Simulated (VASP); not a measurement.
# Pb12O in VASP: further runs

Runs on Pb12O. Level: LDA. Tasks: single point.

Program: VASP 6.6.1. These are calculated values, not measurements. Logs are shortened: lines on timing, memory, paths and dates and some standing lists are left out, and cuts for length are marked.

## Step 1: The cell of the first run

The cell holds a slab with vacuum, 13 atoms: a = 7.000 Å, b = 7.000 Å, c = 18.716 Å, α = 90.00°, β = 90.00°, γ = 60.00°.

## Step 2: Single point, LDA

INCAR

```
SYSTEM = Pb12O
ALGO = Normal ; EDIFF = 1E-6
ENCUT = 520 ; ISIF = 2
ISMEAR = -1 ; LASPH = .TRUE.
LCHARG = .TRUE. ; LELF = .TRUE.
LREAL = .FALSE. ; LVHAR = .TRUE.
LWAVE = .FALSE. ; NBANDS = 99
NELM = 80 ; PREC = Accurate
SIGMA = 0.1
```

KPOINTS

```
k-points
0
G
  3 3 1
  0 0 0
```

POSCAR

```
Pb12O
1.0
    7.0003570000      0.0000000000      0.0000000000
    3.5001790000      6.0624870000      0.0000000000
    0.0000000000      0.0000000000     18.7157680000
Pb O
12 1
Direct
    0.1666667207      0.1666667491      0.0534308825
    0.6666666492      0.1666667491      0.0534308825
    0.1666666905      0.6666666667      0.0534308825
    0.6666667619      0.6666666667      0.0534308825
   -0.1578513316      0.2995074464      0.1959892856
    0.2997508815      0.3573813849      0.1959995978
   -0.1665650647      0.8330610853      0.1877482132
    0.3579679296      0.8426131058      0.1960074521
    0.0387134719     -0.0550003654      0.3377869933
    0.5162786210      0.0388109698      0.3379818557
   -0.0549134984      0.5163910455      0.3377496451
    0.4999690108      0.5000419795      0.3356525898
    0.1665699231      0.1667714916      0.3651181186
```

Potentials or basis: VASP PAW LDA potentials, release 64 (Pb_d, O).

Started as:

```sh
$ cat potpaw_LDA.64/Pb_d/POTCAR potpaw_LDA.64/O/POTCAR > POTCAR
$ mpirun -np 1 vasp_std > vasp.out
```

OUTCAR:

```text
SYSTEM = Pb12O
   EDIFF = 1E-6
   ENCUT = 520
   ISIF = 2
   ISMEAR = -1
   LASPH = .TRUE.
   LREAL = .FALSE.
   NELM = 80
   PREC = Accurate

 ion  position               nearest neighbor table
   1  0.167  0.167  0.053-   6 3.32   8 3.32   5 3.32   4 3.50   3 3.50   2 3.50   4 3.50   2 3.50
                             3 3.50
   2  0.667  0.167  0.053-   7 3.23   5 3.26   6 3.47   3 3.50   1 3.50   4 3.50   4 3.50   3 3.50
                             1 3.50
   3  0.167  0.667  0.053-   7 3.23   6 3.26   8 3.48   2 3.50   1 3.50   4 3.50   2 3.50   4 3.50
                             1 3.50
   4  0.667  0.667  0.053-   7 3.22   8 3.26   5 3.48   1 3.50   3 3.50   2 3.50   2 3.50   1 3.50
                             3 3.50
   5  0.842  0.300  0.196-   2 3.26   7 3.30  11 3.31   1 3.32  12 3.34   9 3.42   8 3.42   6 3.42
                             4 3.48   6 3.61   8 3.61   7 3.71
   6  0.300  0.357  0.196-   3 3.26   7 3.30  10 3.31   1 3.32  12 3.35  11 3.42   8 3.42   5 3.42
                             2 3.47   5 3.61   8 3.62   7 3.71
   7  0.833  0.833  0.188-   4 3.22   3 3.23   2 3.23   8 3.30   5 3.30   6 3.30  11 3.42   9 3.42
                            10 3.42   6 3.71   5 3.71   8 3.71
   8  0.358  0.843  0.196-   4 3.26   7 3.30   9 3.31   1 3.32  12 3.34   6 3.42  10 3.42   5 3.42
                             3 3.48   5 3.61   6 3.62   7 3.71
   9  0.039  0.945  0.338-  13 2.21  12 3.17   8 3.31  11 3.38  10 3.38   5 3.42   7 3.42  10 3.72
                            11 3.72  12 3.83
  10  0.516  0.039  0.338-  13 2.20  12 3.17   6 3.31   9 3.38  11 3.38   8 3.42   7 3.42  11 3.71
                             9 3.72  12 3.83
  11  0.945  0.516  0.338-  13 2.20  12 3.17   5 3.31   9 3.38  10 3.38   7 3.42   6 3.42  10 3.71
                             9 3.72  12 3.83
  12  0.500  0.500  0.336-  10 3.17   9 3.17  11 3.17   5 3.34   8 3.34   6 3.35  11 3.83   9 3.83
                            10 3.83
  13  0.167  0.167  0.365-  10 2.20  11 2.20   9 2.21

  LATTYP: Found a hexagonal cell.
 ALAT       =     7.0003572521
 C/A-ratio  =     2.6735446958

  Lattice vectors:

 A1 = (  -3.5001790000,  -6.0624870000,   0.0000000000)
 A2 = (   7.0003570000,   0.0000000000,   0.0000000000)
 A3 = (   0.0000000000,   0.0000000000,  18.7157680000)

Analysis of symmetry for initial positions (statically):
=====================================================================
 Subroutine PRICEL returns:
 Original cell was already a primitive cell.

 Routine SETGRP: Setting up the symmetry group for a
 hexagonal supercell.

 Subroutine GETGRP returns: Found  1 space group operations
 (whereof  1 operations were pure point group operations)
 out of a pool of 24 trial point group operations.

The static configuration has the point symmetry C_1 .

[... 130 lines left out ...]
   EFERMI_NEDOS =   21; number of points for ismear=-14 and -15
   IALGO  =     38    algorithm
   IMIX   =      4    mixing-type and parameters
     AMIX     =   0.40;   BMIX     =  1.00
     AMIX_MAG =   1.60;   BMIX_MAG =  1.00
  volume/ion in A,a.u.               =      61.10       412.32
  Fermi-wavevector in a.u.,A,eV,Ry     =   0.986882  1.864936 13.251193  0.973935
  Thomas-Fermi vector in A             =   2.118295
   LORBIT       =      0    0 simple, 1 ext, 2 COOP (PROOUT), +10 PAW based schemes
   GGA     = CA    functional components
   LHFCALC =     F    Hartree Fock is set to
   AEXX    =    0.0000 exact exchange contribution
   IVDW    =     0    specifies the selected vdW correction
   LEPSILON=     F    determine dielectric tensor
   LRPA    =     F    only Hartree local field effects (RPA)
 non-spin polarized calculation
  energy-cutoff  :      520.00
  volume of cell :      794.29
 maximum number of plane-waves:     21441
 NGX is ok and might be reduce to    54
   NGX = 27   NGY = 27   NGZ = 69

 number of electron     173.9999996 magnetization

 Free energy of the ion-electron system (eV)
  ---------------------------------------------------
  ext. energy  EPLUGINS =         0.00000000
  ---------------------------------------------------
  free energy    TOTEN  =       -55.75915998 eV

  energy without entropy =      -55.53486725  energy(sigma->0) =      -55.64701362

 E-fermi :   1.1116     XC(G=0):  -5.5412

 val. band max:        1.0217361609   @ k =   0.0000   0.3333   0.0000
 cond. band min:       1.1959321423   @ k =   0.0000   0.0000   0.0000
 fundamental gap:      0.1741959814
 Fermi energy:         1.1116320158

 k-point     1 :       0.0000    0.0000    0.0000
  band No.  band energies     occupation
      1     -18.0356      2.00000
      2     -16.1029      2.00000
      3     -16.1028      2.00000
      4     -16.1003      2.00000
      5     -16.0386      2.00000
      6     -16.0385      2.00000
[... 499 lines left out ...]
     98       3.3863      0.00000
     99       3.6488      0.00000

------------------------ aborting loop because EDIFF is reached ----------------------------------------

  FORCE on cell =-STRESS in cart. coord.  units (eV):
  Direction    XX          YY          ZZ          XY          YZ          ZX
  --------------------------------------------------------------------------------------
  -------------------------------------------------------------------------------------
  Total        0.9914421      1.0008373      0.1386043      0.0031990      0.0007419      0.0027490
  in kB        1.9998585      2.0188097      0.2795816      0.0064528      0.0014966      0.0055450
  external PRESSURE =       1.4327500 kB  Pullay stress =       0.0000000 kB

 VOLUME and BASIS-vectors are now :
 -----------------------------------------------------------------------------
  energy-cutoff  :      520.00
  volume of cell :      794.29
      direct lattice vectors                 reciprocal lattice vectors
     7.000357000  0.000000000  0.000000000     0.142849858 -0.082474415  0.000000000
     3.500179000  6.062487000  0.000000000     0.000000000  0.164948807  0.000000000
     0.000000000  0.000000000 18.715768000     0.000000000  0.000000000  0.053430882

 POSITION                                       TOTAL-FORCE (eV/Angst)
 -----------------------------------------------------------------------------------
      1.75009      1.01041      1.00000        -0.001423     -0.000384     -0.160837
      5.25027      1.01041      1.00000        -0.091287      0.142578      0.028805
      3.50018      4.04166      1.00000         0.169897      0.006031      0.031391
      7.00036      4.04166      1.00000        -0.079891     -0.150853      0.029134
      6.94367      1.81576      3.66809         0.002679      0.012984      0.002750
      3.34926      2.16662      3.66828         0.012186      0.002023      0.000773
      8.75020      5.05042      3.51385         0.003071     -0.000576      0.010856
      5.45520      5.10833      3.66843        -0.013740     -0.009769      0.001481
      3.57868      5.72905      6.32194        -0.031557     -0.014359      0.006043
      3.74998      0.23529      6.32559         0.031463     -0.022483      0.001562
      8.42340      3.13061      6.32124        -0.002639      0.035742      0.006849
      5.25020      3.03150      6.28200         0.001763      0.000275      0.009135
      1.74978      1.01105      6.83347        -0.000524     -0.001210      0.032056
 -----------------------------------------------------------------------------------
    total drift:                               -0.000126      0.000163      0.002182

  FREE ENERGIE OF THE ION-ELECTRON SYSTEM (eV)
  ---------------------------------------------------
  free  energy   TOTEN  =       -55.7591599833 eV

  energy  without entropy=      -55.5348672482  energy(sigma->0) =      -55.64701362
```

OSZICAR:

```text
N       E                     dE             d eps       ncg     rms          rms(c)
DAV:   1     0.218201454409E+04    0.21820E+04   -0.80224E+04   990   0.170E+03
DAV:   2     0.224460085410E+03   -0.19576E+04   -0.19209E+04  1042   0.497E+02
DAV:   3    -0.392396743785E+02   -0.26370E+03   -0.25778E+03  1220   0.232E+02
DAV:   4    -0.581222507262E+02   -0.18883E+02   -0.18676E+02  1188   0.678E+01
[... 15 lines left out ...]
DAV:  20    -0.557591269431E+02   -0.34274E-04   -0.57008E-06   860   0.244E-02    0.186E-03
DAV:  21    -0.557591542267E+02   -0.27284E-04   -0.27333E-06   692   0.782E-03    0.160E-03
DAV:  22    -0.557591582541E+02   -0.40274E-05   -0.58325E-07   684   0.603E-03    0.402E-04
DAV:  23    -0.557591594499E+02   -0.11958E-05   -0.16079E-07   588   0.282E-03    0.281E-04
DAV:  24    -0.557591599833E+02   -0.53346E-06   -0.79204E-08   620   0.160E-03
   1 F= -.55759160E+02 E0= -.55647014E+02  d E =-.224293E+00
```

Wall time 24 min (1 thread of Intel Xeon 8259CL, shared host); peak memory 0.74 GiB.

What came out:

```
Free energy            : -55.7592 eV
Largest force          : 0.173 eV/Å
Band gap on the k mesh : zero (band 87 reaches 1.20 eV, above the bottom of band 88 at 0.93 eV)
```

Forces in eV/Å, atoms in the order of the input:
```
Pb  -0.001  0.000 -0.161
Pb  -0.091  0.143  0.029
Pb   0.170  0.006  0.031
Pb  -0.080 -0.151  0.029
Pb   0.003  0.013  0.003
Pb   0.012  0.002  0.001
Pb   0.003 -0.001  0.011
Pb  -0.014 -0.010  0.001
Pb  -0.032 -0.014  0.006
Pb   0.031 -0.022  0.002
Pb  -0.003  0.036  0.007
Pb   0.002  0.000  0.009
O   -0.001 -0.001  0.032
```

Caveat: spin-orbit coupling is left out, which moves the levels of the heavy elements.

## Step 3: Single point, LDA

INCAR

```
SYSTEM = Pb12O
  ALGO = Normal
  EDIFF = 1E-6
  ENCUT = 520
  GGA = CA
  ISIF = 2
  ISMEAR = -1
  LASPH = .True.
  LCHARG = .True.
  LELF = .True.
  LREAL = .False.
  LVHAR = .True.
  LWAVE = .False.
  NBANDS = 99
  NELM = 100
  PREC = Accurate
  SIGMA = 0.1
```

KPOINTS

```
k-points
0
Gamma
  3 3 1
  0 0 0
```

POSCAR

```
Pb12O
1.0
    7.0003570000      0.0000000000      0.0000000000
    3.5001790000      6.0624870000      0.0000000000
    0.0000000000      0.0000000000     18.7157680000
Pb O
12 1
Direct
    0.1666667207      0.1666667491      0.0534308825
    0.6666666492      0.1666667491      0.0534308825
    0.1666666905      0.6666666667      0.0534308825
    0.6666667619      0.6666666667      0.0534308825
   -0.1420318863      0.3426130233      0.1960074521
    0.3334349765      0.3330610029      0.1877482132
   -0.2002490773      0.8573813024      0.1959995978
    0.3421487096      0.7995073639      0.1959892856
   -0.0000310305      0.0000420619      0.3356525898
    0.4450866857      0.0163909630      0.3377496451
    0.0162785798      0.5388110523      0.3379818557
    0.5387134306      0.4449997171      0.3377869933
    0.6665699643     -0.3332285908      0.3651181186
```

Potentials or basis: VASP PAW LDA potentials, release 64 (Pb_d, O).

Started as:

```sh
$ cat potpaw_LDA.64/Pb_d/POTCAR potpaw_LDA.64/O/POTCAR > POTCAR
$ mpirun -np 1 vasp_std > vasp.out
```

OUTCAR:

```text
SYSTEM = Pb12O
   EDIFF = 1E-6
   ENCUT = 520
   GGA = CA
   ISIF = 2
   ISMEAR = -1
   LASPH = .True.
   LREAL = .False.
   NELM = 100
   PREC = Accurate

 ion  position               nearest neighbor table
   1  0.167  0.167  0.053-   6 3.22   5 3.26   8 3.48   4 3.50   3 3.50   2 3.50   4 3.50   2 3.50
                             3 3.50
   2  0.667  0.167  0.053-   6 3.23   7 3.26   5 3.48   3 3.50   1 3.50   4 3.50   4 3.50   3 3.50
                             1 3.50
   3  0.167  0.667  0.053-   6 3.23   8 3.26   7 3.47   2 3.50   1 3.50   4 3.50   2 3.50   4 3.50
                             1 3.50
   4  0.667  0.667  0.053-   7 3.32   5 3.32   8 3.32   1 3.50   3 3.50   2 3.50   2 3.50   1 3.50
                             3 3.50
   5  0.858  0.343  0.196-   1 3.26   6 3.30  12 3.31   4 3.32   9 3.34   7 3.42  11 3.42   8 3.42
                             2 3.48   8 3.61   7 3.62   6 3.71
   6  0.333  0.333  0.188-   1 3.22   2 3.23   3 3.23   5 3.30   8 3.30   7 3.30  10 3.42  12 3.42
                            11 3.42   7 3.71   8 3.71   5 3.71
   7  0.800  0.857  0.196-   2 3.26   6 3.30  11 3.31   4 3.32   9 3.35  10 3.42   5 3.42   8 3.42
                             3 3.47   8 3.61   5 3.62   6 3.71
   8  0.342  0.800  0.196-   3 3.26   6 3.30  10 3.31   4 3.32   9 3.34  12 3.42   5 3.42   7 3.42
                             1 3.48   7 3.61   5 3.61   6 3.71
   9  1.000  0.000  0.336-  11 3.17  12 3.17  10 3.17   8 3.34   5 3.34   7 3.35  10 3.83  12 3.83
                            11 3.83
  10  0.445  0.016  0.338-  13 2.20   9 3.17   8 3.31  12 3.38  11 3.38   6 3.42   7 3.42  11 3.71
                            12 3.72   9 3.83
  11  0.016  0.539  0.338-  13 2.20   9 3.17   7 3.31  12 3.38  10 3.38   5 3.42   6 3.42  10 3.71
                            12 3.72   9 3.83
  12  0.539  0.445  0.338-  13 2.21   9 3.17   5 3.31  10 3.38  11 3.38   8 3.42   6 3.42  11 3.72
                            10 3.72   9 3.83
  13  0.667  0.667  0.365-  11 2.20  10 2.20  12 2.21

  LATTYP: Found a hexagonal cell.
 ALAT       =     7.0003572521
 C/A-ratio  =     2.6735446958

  Lattice vectors:

[... 164 lines left out ...]
  energy-cutoff  :      520.00
  volume of cell :      794.29
 maximum number of plane-waves:     21441
 NGX is ok and might be reduce to    54
   NGX = 27   NGY = 27   NGZ = 69

 number of electron     173.9999996 magnetization

 Free energy of the ion-electron system (eV)
  ---------------------------------------------------
  ext. energy  EPLUGINS =         0.00000000
  ---------------------------------------------------
  free energy    TOTEN  =       -55.75915964 eV

  energy without entropy =      -55.53486721  energy(sigma->0) =      -55.64701342

 E-fermi :   1.1116     XC(G=0):  -5.5419

 val. band max:        1.0217393418   @ k =   0.0000   0.3333   0.0000
 cond. band min:       1.1959377206   @ k =   0.0000   0.0000   0.0000
 fundamental gap:      0.1741983787
 Fermi energy:         1.1116351125

 k-point     1 :       0.0000    0.0000    0.0000
  band No.  band energies     occupation
      1     -18.0356      2.00000
      2     -16.1029      2.00000
      3     -16.1029      2.00000
      4     -16.1003      2.00000
      5     -16.0387      2.00000
      6     -16.0385      2.00000
[... 499 lines left out ...]
     98       3.3863      0.00000
     99       3.6459      0.00000

------------------------ aborting loop because EDIFF is reached ----------------------------------------

  FORCE on cell =-STRESS in cart. coord.  units (eV):
  Direction    XX          YY          ZZ          XY          YZ          ZX
  --------------------------------------------------------------------------------------
  -------------------------------------------------------------------------------------
  Total        0.9924055      1.0018034      0.1396529      0.0032011      0.0007421      0.0027442
  in kB        2.0018018      2.0207585      0.2816968      0.0064570      0.0014969      0.0055353
  external PRESSURE =       1.4347524 kB  Pullay stress =       0.0000000 kB

 VOLUME and BASIS-vectors are now :
 -----------------------------------------------------------------------------
  energy-cutoff  :      520.00
  volume of cell :      794.29
      direct lattice vectors                 reciprocal lattice vectors
     7.000357000  0.000000000  0.000000000     0.142849858 -0.082474415  0.000000000
     3.500179000  6.062487000  0.000000000     0.000000000  0.164948807  0.000000000
     0.000000000  0.000000000 18.715768000     0.000000000  0.000000000  0.053430882

 POSITION                                       TOTAL-FORCE (eV/Angst)
 -----------------------------------------------------------------------------------
      1.75009      1.01041      1.00000        -0.079894     -0.150852      0.029129
      5.25027      1.01041      1.00000         0.169897      0.006027      0.031385
      3.50018      4.04166      1.00000        -0.091285      0.142581      0.028800
      7.00036      4.04166      1.00000        -0.001425     -0.000381     -0.160840
      7.20529      2.07709      3.66843        -0.013740     -0.009772      0.001478
      3.49994      2.01918      3.51385         0.003072     -0.000577      0.010855
      8.59953      5.19786      3.66828         0.012189      0.002027      0.000771
      5.19358      4.84700      3.66809         0.002673      0.012986      0.002744
      7.00029      0.00025      6.28200         0.001766      0.000274      0.009136
      3.17314      0.09937      6.32124        -0.002650      0.035753      0.006850
      1.99989      3.26654      6.32559         0.031483     -0.022480      0.001560
      5.32876      2.69780      6.32194        -0.031564     -0.014378      0.006045
      7.00005      4.04229      6.83347        -0.000522     -0.001207      0.032085
 -----------------------------------------------------------------------------------
    total drift:                               -0.000127      0.000158      0.002141

  FREE ENERGIE OF THE ION-ELECTRON SYSTEM (eV)
  ---------------------------------------------------
  free  energy   TOTEN  =       -55.7591596364 eV

  energy  without entropy=      -55.5348672085  energy(sigma->0) =      -55.64701342
```

Run time: 24 min. Hardware: 1 thread of AMD EPYC 7R13, shared host; peak memory 0.71 GiB.

What came out:

```
Free energy            : -55.7592 eV
Largest force          : 0.173 eV/Å
Band gap on the k mesh : zero (band 87 reaches 1.20 eV, above the bottom of band 88 at 0.93 eV)
```

Forces on the atoms (eV/Å):
```
Pb  -0.080 -0.151  0.029
Pb   0.170  0.006  0.031
Pb  -0.091  0.143  0.029
Pb  -0.001  0.000 -0.161
Pb  -0.014 -0.010  0.001
Pb   0.003 -0.001  0.011
Pb   0.012  0.002  0.001
Pb   0.003  0.013  0.003
Pb   0.002  0.000  0.009
Pb  -0.003  0.036  0.007
Pb   0.031 -0.022  0.002
Pb  -0.032 -0.014  0.006
O   -0.001 -0.001  0.032
```

Caveat: spin-orbit coupling is left out, which moves the levels of the heavy elements.

## Step 4: Single point, LDA

INCAR

```
ALGO = Normal
EDIFF = 1E-7
ENCUT = 520
GGA = CA
ISIF = 2
ISMEAR = -1
LASPH = True
LCHARG = False
LREAL = False
LWAVE = False
NBANDS = 99
NELM = 100
PREC = Accurate
SIGMA = 0.1
```

KPOINTS

```
k-points
0
Gamma
  3 3 1
```

POSCAR

```
Pb12O
1.0
    7.0003570000      0.0000000000      0.0000000000
    3.5001790000      6.0624870000      0.0000000000
    0.0000000000      0.0000000000     18.7157680000
Pb O
12 1
Direct
    0.1666667207      0.1666667491      0.0534308825
    0.6666666492      0.1666667491      0.0534308825
    0.1666666905      0.6666666667      0.0534308825
    0.6666667619      0.6666666667      0.0534308825
   -0.1968795646      0.3410026281      0.1965025961
    0.3359935946      0.3318844230      0.1883098786
   -0.1392660297      0.7982311550      0.1961769349
    0.3451401493      0.8573732199      0.1966586143
    0.0066311181     -0.0032524606      0.3363126215
    0.5480457867      0.0138512462      0.3383351407
    0.0231109322      0.4377173922      0.3383593983
    0.4504772088      0.5377609882      0.3388101413
    0.6741101948     -0.3355291319      0.3653721290
```

Started as:

```sh
$ cat potpaw_LDA.64/Pb_d/POTCAR potpaw_LDA.64/O/POTCAR > POTCAR
$ mpirun -np 1 vasp_std > vasp.out
```

It took 15 min on 1 thread of Intel Xeon Platinum 8488C (Sapphire Rapids), shared host; peak memory 0.74 GiB.

It converged, with:

* Free energy: -55.7575 eV
* Largest force: 0.184 eV/Å
* Band gap on the k mesh: zero (band 87 reaches 1.18 eV, above the bottom of band 88 at 0.94 eV)

Forces in eV/Å, atoms in the order of the input:
```
Pb  -0.156  0.012  0.044
Pb   0.090 -0.157  0.037
Pb   0.094  0.136  0.031
Pb   0.006 -0.008 -0.144
Pb  -0.010 -0.003 -0.015
Pb   0.008  0.012  0.001
Pb   0.002  0.007 -0.005
Pb  -0.006 -0.013 -0.016
Pb  -0.011 -0.018  0.016
Pb  -0.032  0.042  0.012
Pb   0.070  0.030  0.010
Pb  -0.038 -0.027  0.000
O   -0.017 -0.012  0.030
```

Levels at points of the mesh, in eV from the Fermi level:
```csv
k point,band 85,band 86,band 87,band 88,band 89,band 90
"(0.00, 0.00, 0.00)",-1.41,-0.34,0.07,1.11,1.14,1.43
```

Caveat: spin-orbit coupling is left out, which moves the levels of the heavy elements.
